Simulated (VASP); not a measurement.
Input of a VASP 6.6.1 run:

The input INCAR:

```
SYSTEM = CaMn2Bi2
PREC = Accurate
ENCUT = 520
EDIFF = 1E-6
ISMEAR = 0
SIGMA = 0.05
LREAL = .FALSE.
LASPH = .TRUE.
NELM = 150
ALGO = Normal
ISIF = 2
LWAVE = .FALSE.
LCHARG = .TRUE.
ISPIN = 2
MAGMOM = 0 3.75 -3.75 0 0
LORBIT = 11
LMAXMIX = 4
GGA = CA
LVHAR = .TRUE.
NBANDS = 45
KPAR = 4
```

Contents of KPOINTS:

```
regular mesh
0
G
  12 12 6
  0 0 0
```

Contents of POSCAR:

```
CaMn2Bi2
1.0
    4.2429708108      0.0000000000      0.0000000000
   -2.1214854054      3.6745205097      0.0000000000
    0.0000000000      0.0000000000      7.5368265487
Ca Mn Bi
1 2 2
Direct
    0.0000000000      0.0000000000      0.0000017706
    0.6666666667      0.3333333333      0.5946735615
    0.3333333333      0.6666666667      0.4053253454
    0.6666666667      0.3333333333      0.2515379178
    0.3333333333      0.6666666667      0.7484614047
```

Potentials or basis: VASP PAW LDA potentials, release 64 (Ca_sv, Mn_pv, Bi_d).

Command:

```bash
$ cat potpaw_LDA.64/Ca_sv/POTCAR potpaw_LDA.64/Mn_pv/POTCAR potpaw_LDA.64/Bi_d/POTCAR > POTCAR
$ mpirun -np 4 vasp_std > vasp.out
```

Q: Predict the net moment.

A: 0.00 μB per cell.

Q: Predict the pressure.

A: 1.6 GPa.

Forces in eV/Å, atoms in the order of the input:
```
Ca   0.000  0.000  0.000
Mn   0.000  0.000 -0.055
Mn   0.000  0.000  0.055
Bi   0.000  0.000  0.088
Bi   0.000  0.000 -0.088
```

Caveat: the antiferromagnetic order is the one typed at the start, and another may lie lower.
